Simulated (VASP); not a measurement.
A run of VASP 6.6.1 is set up as follows.

File INCAR:

```
SYSTEM = Ni
PREC = Accurate
ENCUT = 520
EDIFF = 1E-6
ISMEAR = 0
SIGMA = 0.1
LREAL = .False.
LASPH = .True.
NELM = 150
ALGO = Fast
ISIF = 2
LWAVE = .False.
LCHARG = .False.
ISPIN = 2
MAGMOM = 0.75
LORBIT = 11
LMAXMIX = 4
GGA = PE
NBANDS = 15
```

KPOINTS

```
Automatic mesh
0
Gamma
  20 20 20
  0 0 0
```

Contents of POSCAR:

```
Ni
1.0
    0.0000000000      1.6858494383      1.6858494383
    1.6858494383      0.0000000000      1.6858494383
    1.6858494383      1.6858494383      0.0000000000
Ni
1
Direct
    0.0000000000      0.0000000000      0.0000000000
```

Potentials or basis: VASP PAW PBE potentials, release 64 (Ni).

Command:

```sh
$ cat potpaw_PBE.64/Ni/POTCAR > POTCAR
$ mpirun -np 1 vasp_std > vasp.out
```

Task: Predict the pressure.

Result: 34.3 GPa.

Task: Estimate the net moment.

Result: 0.61 μB per cell.

Caveat: the cell stands under pressure.
